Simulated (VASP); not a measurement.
# NiSb (P6_3/mmc) in VASP: notebook

Runs on NiSb. Level: PBE. Tasks: single point, relaxation of shape and atoms at fixed volume.

All numbers are computed with VASP 6.6.1; they aren't measurements. Logs are shortened: lines on timing, memory, paths and dates and some standing lists are left out, and cuts for length are marked.

### Step 1. The cell of the first run

The structure is hexagonal, space group P6_3/mmc (No. 194). Conventional cell: a = 4.015 Å, b = 4.015 Å, c = 5.208 Å, α = 90.00°, β = 90.00°, γ = 120.00°. Within 3.4 Å of Ni (site symmetry -3m) lie 2 Ni at 2.60 Å and 6 Sb at 2.66 Å. Sb (site symmetry -6m2) has 6 Ni at 2.66 Å and 6 Sb at 3.49 Å within 3.5 Å.

### Step 2. Single point, PBE (18.18 Å³/atom)

The input, INCAR:

```
SYSTEM = NiSb
PREC     = Accurate       ! precision mode
ENCUT    = 520            ! plane-wave cutoff, eV
EDIFF    = 1E-7           ! SCF threshold, eV
ISMEAR   = 0              ! smearing method
SIGMA    = 0.1            ! smearing width, eV
LREAL    = .FALSE.        ! projectors in reciprocal space
LASPH    = .TRUE.         ! aspherical terms in the spheres
NELM     = 100            ! most SCF steps
ALGO     = Normal         ! electronic algorithm
ISIF     = 2              ! what is computed and relaxed
LWAVE    = .FALSE.        ! write WAVECAR
LCHARG   = .TRUE.         ! write CHGCAR
GGA      = PE             ! functional
LELF     = .TRUE.         ! ELF
LVHAR    = .TRUE.       
NBANDS   = 23             ! bands
```

The input, KPOINTS:

```
regular mesh
0
G
  12 12 8
  0 0 0
```

The input, POSCAR:

```
NiSb
1.0
    4.0150272792      0.0000000000      0.0000000000
   -2.0075136396      3.4771156207      0.0000000000
    0.0000000000      0.0000000000      5.2079101597
Ni Sb
2 2
Direct
    0.0000000000      0.0000000000      0.0000000000
    0.0000000000      0.0000000000      0.5000000000
    0.3333333333      0.6666666667      0.2500000000
    0.6666666667      0.3333333333      0.7500000000
```

Potentials or basis: VASP PAW PBE potentials, release 64 (Ni, Sb).

Run with:

```console
> cat potpaw_PBE.64/Ni/POTCAR potpaw_PBE.64/Sb/POTCAR > POTCAR
> mpirun -np 1 vasp_std > vasp.out
```

OUTCAR:

```text
SYSTEM = NiSb
   PREC = Accurate
   ENCUT = 520
   EDIFF = 1E-7
   ISMEAR = 0
   LREAL = .FALSE.
   LASPH = .TRUE.
   NELM = 100
   ISIF = 2
   GGA = PE

 ion  position               nearest neighbor table
   1  0.000  0.000  0.000-   2 2.60   2 2.60   4 2.66   3 2.66   4 2.66   3 2.66   4 2.66   3 2.66

   2  0.000  0.000  0.500-   1 2.60   1 2.60   4 2.66   3 2.66   4 2.66   3 2.66   4 2.66   3 2.66

   3  0.333  0.667  0.250-   1 2.66   2 2.66   1 2.66   2 2.66   1 2.66   2 2.66   4 3.49   4 3.49
                             4 3.49   4 3.49   4 3.49   4 3.49
   4  0.667  0.333  0.750-   1 2.66   2 2.66   1 2.66   2 2.66   1 2.66   2 2.66   3 3.49   3 3.49
                             3 3.49   3 3.49   3 3.49   3 3.49

  LATTYP: Found a hexagonal cell.
 ALAT       =     4.0150272792
 C/A-ratio  =     1.2971045519

  Lattice vectors:

 A1 = (   4.0150272792,   0.0000000000,   0.0000000000)
 A2 = (  -2.0075136396,   3.4771156207,   0.0000000000)
 A3 = (   0.0000000000,   0.0000000000,   5.2079101597)

Analysis of symmetry for initial positions (statically):
=====================================================================
 Subroutine PRICEL returns:
 Original cell was already a primitive cell.

 Routine SETGRP: Setting up the symmetry group for a
 hexagonal supercell.

 Subroutine GETGRP returns: Found 24 space group operations
 (whereof 12 operations were pure point group operations)
 out of a pool of 24 trial point group operations.

The static configuration has the point symmetry D_3d.
 The point group associated with its full space group is D_6h.

Analysis of symmetry for dynamics (positions and initial velocities):
=====================================================================
 Subroutine PRICEL returns:
 Original cell was already a primitive cell.

 Routine SETGRP: Setting up the symmetry group for a
 hexagonal supercell.

 Subroutine GETGRP returns: Found 24 space group operations
 (whereof 12 operations were pure point group operations)
 out of a pool of 24 trial point group operations.

The dynamic configuration has the point symmetry D_3d.
 The point group associated with its full space group is D_6h.

 Subroutine INISYM returns: Found 24 space group operations
 (whereof 12 operations are pure point group operations),
 and found     1 'primitive' translations

----------------------------------------------------------------------------------------

                                     Primitive cell

  volume of cell :      72.7061

  direct lattice vectors                    reciprocal lattice vectors
     4.015027279  0.000000000  0.000000000     0.249064310  0.143797347  0.000000000
    -2.007513640  3.477115621  0.000000000     0.000000000  0.287594693  0.000000000
     0.000000000  0.000000000  5.207910160     0.000000000  0.000000000  0.192015601

  length of vectors
     4.015027279  4.015027279  5.207910160     0.287594693  0.287594693  0.192015601

  position of ions in fractional coordinates (direct lattice)
     0.000000000  0.000000000  0.000000000
     0.000000000  0.000000000  0.500000000
     0.333333333  0.666666667  0.250000000
     0.666666667  0.333333333  0.750000000

  ion indices of the primitive-cell ions
   primitive index   ion index
                 1           1
                 2           2
                 3           3
                 4           4

----------------------------------------------------------------------------------------

 KPOINTS: regular mesh

Automatic generation of k-mesh.
 Grid dimensions read from file:
 generate k-points for:   12   12    8

 Generating k-lattice:

  Cartesian coordinates                     Fractional coordinates (reciprocal lattice)
     0.020755359  0.011983112  0.000000000     0.083333333  0.000000000  0.000000000
     0.000000000  0.023966224  0.000000000     0.000000000  0.083333333  0.000000000
     0.000000000  0.000000000  0.024001950     0.000000000  0.000000000  0.125000000

  Length of vectors
     0.023966224  0.023966224  0.024001950

  Shift w.r.t. Gamma in fractional coordinates (k-lattice)
     0.000000000  0.000000000  0.000000000

 Subroutine IBZKPT returns following result:
 ===========================================

 Found     95 irreducible k-points:

 Following reciprocal coordinates:
            Coordinates               Weight
  0.000000  0.000000  0.000000      1.000000
  0.083333  0.000000  0.000000      6.000000
  0.166667  0.000000  0.000000      6.000000
  0.250000  0.000000  0.000000      6.000000
  0.333333 -0.000000  0.000000      6.000000
  0.416667  0.000000  0.000000      6.000000
[... 16 lines left out ...]
  0.250000  0.000000  0.125000     12.000000
  0.333333 -0.000000  0.125000     12.000000
 [... further k-points ...]
   k-points           NKPTS =     95   k-points in BZ     NKDIM =     95   number of bands    NBANDS=     23
   number of dos      NEDOS =    301   number of ions     NIONS =      4
   total plane-waves  NPLWV =  36000
   dimension x,y,z NGX =    30 NGY =   30 NGZ =   40
   dimension x,y,z NGXF=    60 NGYF=   60 NGZF=   80
   ions per type =               2   2
   NGX,Y,Z   is equivalent  to a cutoff of  12.42, 12.42, 12.77 a.u.
   NGXF,Y,Z  is equivalent  to a cutoff of  24.84, 24.84, 25.54 a.u.
 SYSTEM =  NiSb
   PREC   = accura    normal or accurate (medium, high low for compatibility)
   ISTART =      0    job   : 0-new  1-cont  2-samecut
   ICHARG =      2    charge: 1-file 2-atom 10-const
   ISPIN  =      1    spin polarized calculation?
   LNONCOLLINEAR =      F non collinear calculations
   LSORBIT =      F    spin-orbit coupling
   LASPH  =      T    aspherical Exc in radial PAW
   ENCUT  =  520.0 eV  38.22 Ry    6.18 a.u.   7.47  7.47  9.68*2*pi/ulx,y,z
   NELM   =    100;   NELMIN=  2; NELMDL= -5     # of ELM steps
   EDIFF  = 0.1E-06   stopping-criterion for ELM
   LREAL  =      F    real-space projection
   EDIFFG = 0.1E-05   stopping-criterion for IOM
   NSW    =      0    number of steps for IOM
   IBRION =     -1    ionic relax: 0-MD 1-quasi-New 2-CG
   NFREE  =      0    steps in history (QN), initial steepest desc. (CG)
   ISIF   =      2    stress and relaxation
   ISYM   =      2    0-nonsym 1-usesym 2-fastsym
   POTIM  = 0.5000    time-step for ionic-motion
   TEBEG  =    0.0;   TEEND  =   0.0 temperature during run
   PSTRESS=    0.0 pullay stress
   NELECT =      30.0000    total number of electrons
   NUPDOWN=      -1.0000    fix difference up-down
   EMIN   =  10.00;   EMAX   =-10.00  energy-range for DOS
   EFERMI =   0.00;   METHOD = LEGACY
   ISMEAR =     0;   SIGMA  =   0.10  broadening in eV -4-tet -1-fermi 0-gaus
   EFERMI_NEDOS =   21; number of points for ismear=-14 and -15
   IALGO  =     38    algorithm
   IMIX   =      4    mixing-type and parameters
     AMIX     =   0.40;   BMIX     =  1.00
     AMIX_MAG =   1.60;   BMIX_MAG =  1.00
  volume/ion in A,a.u.               =      18.18       122.66
  Fermi-wavevector in a.u.,A,eV,Ry     =   1.218779  2.303158 20.210389  1.485422
  Thomas-Fermi vector in A             =   2.354054
   LORBIT       =      0    0 simple, 1 ext, 2 COOP (PROOUT), +10 PAW based schemes
   GGA     = PE    functional components
   LHFCALC =     F    Hartree Fock is set to
   AEXX    =    0.0000 exact exchange contribution
   IVDW    =     0    specifies the selected vdW correction
   LEPSILON=     F    determine dielectric tensor
   LRPA    =     F    only Hartree local field effects (RPA)
 non-spin polarized calculation
 Gauss-broadening in eV      SIGMA  =   0.10
  energy-cutoff  :      520.00
  volume of cell :       72.71
 maximum number of plane-waves:      2000
 NGX is ok and might be reduce to    30
   NGX = 15   NGY = 15   NGZ = 19

 number of electron      29.9999982 magnetization

 Free energy of the ion-electron system (eV)
  ---------------------------------------------------
  ext. energy  EPLUGINS =         0.00000000
  ---------------------------------------------------
  free energy    TOTEN  =       -20.29234221 eV

  energy without entropy =      -20.28259240  energy(sigma->0) =      -20.28746731

 E-fermi :   9.1722     XC(G=0): -11.2302

 val. band max:        9.1540405268   @ k =   0.0833   0.0000   0.0000
 cond. band min:       9.1789287825   @ k =   0.0000   0.0000   0.0000
 fundamental gap:      0.0248882557
 Fermi energy:         9.1722070067

 k-point     1 :       0.0000    0.0000    0.0000
  band No.  band energies     occupation
      1      -3.3201      2.00000
      2       0.8824      2.00000
      3       3.3295      2.00000
      4       5.5359      2.00000
      5       5.5359      2.00000
      6       6.2815      2.00000
[... 15 lines left out ...]
     22      15.4426      0.00000
     23      16.9375      0.00000

 k-point     2 :       0.0833    0.0000    0.0000
  band No.  band energies     occupation
      1      -3.2382      2.00000
      2       0.8774      2.00000
      3       3.4225      2.00000
      4       5.5190      2.00000
      5       5.5528      2.00000
      6       6.2488      2.00000
[... 15 lines left out ...]
     22      15.5806      0.00000
     23      16.2712      0.00000

 k-point     3 :       0.1667    0.0000    0.0000
  band No.  band energies     occupation
      1      -2.9950      2.00000
      2       0.8476      2.00000
      3       3.6982      2.00000
      4       5.4163      2.00000
      5       5.6026      2.00000
      6       6.0962      2.00000
[... 15 lines left out ...]
     22      15.9040      0.00000
     23      16.0321      0.00000

 k-point     4 :       0.2500    0.0000    0.0000
  band No.  band energies     occupation
      1      -2.5992      2.00000
      2       0.7475      2.00000
      3       4.1455      2.00000
      4       4.9541      2.00000
      5       5.6811      2.00000
      6       5.9138      2.00000
[... 15 lines left out ...]
     22      15.3128      0.00000
     23      16.4040      0.00000

 k-point     5 :       0.3333   -0.0000    0.0000
  band No.  band energies     occupation
      1      -2.0704      2.00000
      2       0.5029      2.00000
      3       4.2298      2.00000
      4       4.7398      2.00000
      5       5.7756      2.00000
      6       5.9474      2.00000
[... 15 lines left out ...]
     22      14.8562      0.00000
     23      17.6266      0.00000

 k-point     6 :       0.4167    0.0000    0.0000
  band No.  band energies     occupation
      1      -1.4583      2.00000
      2       0.0692      2.00000
      3       3.7077      2.00000
      4       5.4224      2.00000
      5       5.8566      2.00000
      6       6.0929      2.00000
[... 15 lines left out ...]
     22      14.7890      0.00000
     23      19.1836      0.00000

 k-point     7 :       0.5000    0.0000    0.0000
  band No.  band energies     occupation
      1      -1.0262      2.00000
      2      -0.3095      2.00000
      3       3.5318      2.00000
      4       5.8880      2.00000
      5       5.9525      2.00000
      6       6.2098      2.00000
[... 353 lines left out ...]
     22      15.2562      0.00000
     23      16.4926      0.00000

 k-point    21 :       0.0833    0.0000    0.1250
  band No.  band energies     occupation
      1      -3.1540      2.00000
      2       0.4378      2.00000
      3       3.9238      2.00000
      4       5.5911      2.00000
      5       5.6014      2.00000
      6       6.3020      2.00000
[... 15 lines left out ...]
     22      15.3264      0.00000
     23      15.8707      0.00000

 k-point    22 :       0.1667    0.0000    0.1250
  band No.  band energies     occupation
      1      -2.9123      2.00000
      2       0.4870      2.00000
      3       4.0228      2.00000
      4       5.5722      2.00000
      5       5.6478      2.00000
      6       6.1379      2.00000
[... 15 lines left out ...]
     22      15.4897      0.00000
     23      16.5308      0.00000

 k-point    23 :       0.2500    0.0000    0.1250
  band No.  band energies     occupation
      1      -2.5195      2.00000
      2       0.5032      2.00000
      3       4.1098      2.00000
      4       5.2422      2.00000
      5       5.7204      2.00000
      6       5.9994      2.00000
[... 15 lines left out ...]
     22      15.7988      0.00000
     23      16.7151      0.00000

 k-point    24 :       0.3333   -0.0000    0.1250
  band No.  band energies     occupation
      1      -1.9962      2.00000
      2       0.3844      2.00000
      3       3.9184      2.00000
      4       4.9523      2.00000
      5       5.8065      2.00000
      6       6.1641      2.00000
[... 15 lines left out ...]
     22      15.9860      0.00000
     23      17.7177      0.00000

 [... further k-points ...]

------------------------ aborting loop because EDIFF is reached ----------------------------------------

  FORCE on cell =-STRESS in cart. coord.  units (eV):
  Direction    XX          YY          ZZ          XY          YZ          ZX
  --------------------------------------------------------------------------------------
  -------------------------------------------------------------------------------------
  Total       -1.4822054     -1.4822054     -1.4098851      0.0000000      0.0000000      0.0000000
  in kB      -32.6623829    -32.6623829    -31.0687076      0.0000000      0.0000000      0.0000000
  external PRESSURE =     -32.1311578 kB  Pullay stress =       0.0000000 kB

 VOLUME and BASIS-vectors are now :
 -----------------------------------------------------------------------------
  energy-cutoff  :      520.00
  volume of cell :       72.71
      direct lattice vectors                 reciprocal lattice vectors
     4.015027279  0.000000000  0.000000000     0.249064310  0.143797347  0.000000000
    -2.007513640  3.477115621  0.000000000     0.000000000  0.287594693  0.000000000
     0.000000000  0.000000000  5.207910160     0.000000000  0.000000000  0.192015601

 POSITION                                       TOTAL-FORCE (eV/Angst)
 -----------------------------------------------------------------------------------
      0.00000      0.00000      0.00000         0.000000      0.000000      0.000000
      0.00000      0.00000      2.60396         0.000000      0.000000      0.000000
     -0.00000      2.31808      1.30198        -0.000000     -0.000000     -0.000000
      2.00751      1.15904      3.90593         0.000000      0.000000     -0.000000
 -----------------------------------------------------------------------------------
    total drift:                               -0.000000     -0.000000     -0.000000

  FREE ENERGIE OF THE ION-ELECTRON SYSTEM (eV)
  ---------------------------------------------------
  free  energy   TOTEN  =       -20.2923422145 eV

  energy  without entropy=      -20.2825924003  energy(sigma->0) =      -20.28746731
```

Wall time 95 s (1 thread of AMD EPYC 9R45 (Zen 5), shared host); peak memory 0.25 GiB.

What came out:

- Free energy: -20.2923 eV
- Pressure: -3.2 GPa
- Band gap on the k mesh: zero (bands 15 and 16 overlap by 3.10 eV)

Stress tensor (GPa, compression positive):
```
-3.27  0.00  0.00
 0.00 -3.27  0.00
 0.00  0.00 -3.11
```

Levels at points of the mesh, in eV from the Fermi level:
```tsv
k point	band 11	band 12	band 13	band 14	band 15	band 16	band 17	band 18	band 19	band 20
(0.00, 0.00, 0.00)	-1.19	-1.19	0.01	0.55	0.55	2.32	2.32	3.05	3.77	4.80
(0.50, 0.00, 0.00)	-1.89	-1.68	-1.44	-1.24	-1.18	-0.43	1.10	3.40	3.73	5.25
(0.00, 0.00, 0.50)	-1.89	-1.89	0.11	0.11	1.94	1.94	1.94	1.94	4.99	4.99
(0.50, 0.00, 0.50)	-1.73	-1.73	-1.63	-1.63	0.22	0.22	1.52	1.52	5.03	5.03
```

Caveat: the cell stands under tension; spin-orbit coupling is left out, which moves the levels of the heavy elements. Spin polarisation is off, so any magnetic state and its effect on volume and gap are missing.

### Step 3. Single point, PBE (19.41 Å³/atom)

This run uses another cell than the first one, of 19.41 Å³/atom.

The input, INCAR:

```
SYSTEM = NiSb
PREC     = Accurate       ! precision mode
ENCUT    = 520            ! plane-wave cutoff, eV
EDIFF    = 1E-6           ! SCF threshold, eV
ISMEAR   = 0              ! smearing method
SIGMA    = 0.1            ! smearing width, eV
LREAL    = .False.        ! projectors in reciprocal space
LASPH    = .True.         ! aspherical terms in the spheres
NELM     = 60             ! most SCF steps
ALGO     = Normal         ! electronic algorithm
ISIF     = 2              ! what is computed and relaxed
LWAVE    = .False.        ! write WAVECAR
LCHARG   = .False.        ! write CHGCAR
GGA      = PE             ! functional
NBANDS   = 23             ! bands
```

The input, KPOINTS:

```
regular mesh
0
Gamma
  12 12 8
  0 0 0
```

The input, POSCAR:

```
NiSb
1.0
    4.1039965514      0.0000000000      0.0000000000
   -2.0519982757      3.5541652705      0.0000000000
    0.0000000000      0.0000000000      5.3233126075
Ni Sb
2 2
Direct
    0.0000000000      0.0000000000      0.0000000000
    0.0000000000      0.0000000000      0.5000000000
    0.3333333333      0.6666666667      0.2500000000
    0.6666666667      0.3333333333      0.7500000000
```

Potentials or basis: VASP PAW PBE potentials, release 64 (Ni, Sb).

Run with:

```console
> cat potpaw_PBE.64/Ni/POTCAR potpaw_PBE.64/Sb/POTCAR > POTCAR
> mpirun -np 1 vasp_std > vasp.out
```

Run time: 91 s. Hardware: 1 thread of AMD EPYC 9R45 (Zen 5), shared host; peak memory 0.27 GiB.

It converged, with:

```yaml
Free_energy: -20.1063 eV
Pressure: -8.5 GPa
Band_gap_on_the_k_mesh: zero (bands 15 and 16 overlap by 2.84 eV)
```

Stress tensor (GPa, compression positive):
```
-8.56  0.00  0.00
 0.00 -8.56  0.00
 0.00  0.00 -8.28
```

Levels at points of the mesh, in eV from the Fermi level:
```tsv
k point	band 12	band 13	band 14	band 15	band 16	band 17	band 18	band 19
(0.00, 0.00, 0.00)	-1.03	0.04	0.55	0.55	2.19	2.19	3.03	3.51
(0.50, 0.00, 0.00)	-1.47	-1.27	-1.08	-1.03	-0.46	1.07	3.41	3.47
(0.00, 0.00, 0.50)	-1.66	-0.03	-0.03	1.84	1.84	1.84	1.84	4.77
(0.50, 0.00, 0.50)	-1.51	-1.43	-1.43	0.28	0.28	1.39	1.39	4.83
```

Caveat: the cell stands under tension; spin-orbit coupling is left out, which moves the levels of the heavy elements.

[end of part 1 of 2]

The gap in the log of VASP goes by the Fermi energy; the results here count the filled bands.